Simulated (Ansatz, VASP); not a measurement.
**One calculation of Zr, two programs**

The input INCAR:

```
PREC = Accurate
ENCUT = 600
EDIFF = 1E-6
ISMEAR = 0
SIGMA = 0.1
LREAL = F
LASPH = T
NELM = 100
ALGO = Normal
ISIF = 3
LWAVE = F
LCHARG = F
GGA = PE
IBRION = 2
NSW = 90
EDIFFG = -0.04
```

The input KPOINTS:

```
regular mesh
0
Gamma
  6 6 2
```

The input POSCAR:

```
Zr
1.0
    3.3021674131      0.0000000000      0.0000000000
   -1.6510837065      2.8597608673      0.0000000000
    0.0000000000      0.0000000000     10.6501416655
Zr
4
Direct
    0.0000000000      0.0000000000      0.0000000000
    0.0000000000      0.0000000000      0.5000000000
    0.3333333333      0.6666666667      0.7500000000
    0.6666666667      0.3333333333      0.2500000000
```

Input for Ansatz:

```yaml
crystal:
  lattice:
    - [3.3021674131, 0.0, 0.0]
    - [-1.6510837065, 2.8597608673, 0.0]
    - [0.0, 0.0, 10.6501416655]
  atoms:
    - { symbol: Zr, position: [0.0, 0.0, 0.0] }
    - { symbol: Zr, position: [0.0, 0.0, 0.5] }
    - { symbol: Zr, position: [0.3333333333, 0.6666666667, 0.75] }
    - { symbol: Zr, position: [0.6666666667, 0.3333333333, 0.25] }
basis:
  ecutwfc: 420
kpoints:
  mp_grid: { grid: [6, 6, 2] }
hamiltonian:
  xc: pbe
scf:
  occupations: { method: gaussian, width: 0.1 }
  lower_state_search: "off"
output:
  forces: true
  stress: true
  eigenvalues: true
relax:
  adjacent_minimum: "off"
  f_tol: 0.04
  max_steps: 70
  cell: { stress_tol: 0.4 }
```

Alike in both runs: task relaxation of cell and atoms; functional PBE; k mesh 6 × 6 × 2; occupations gaussian, width 0.1 eV; no spin polarisation.

|  | VASP | Ansatz |
| --- | --- | --- |
| version | VASP 6.6.1 | Ansatz 0.2.0 |
| potentials or method | VASP PAW PBE potentials, release 64 (Zr_sv), cutoff 600 eV | scalar-relativistic, plane waves, PAW |
| valence electrons in the cell | 48 | 48 |

|  | VASP | Ansatz | Ansatz less VASP |
| --- | --- | --- | --- |
| gap on the k mesh at the Fermi level, each at its own relaxed structure (eV) | none | none | - |
| relaxed volume (Å³/atom) | 23.40 | 23.38 | -0.019 |
| relaxed cell length with the largest relative difference (Å) | 3.223 | 3.221 | -0.0021 |

A gap of «none» marks a metal or a gap that the smearing closes.

The k mesh is coarse, so the values compare programs but aren't converged.
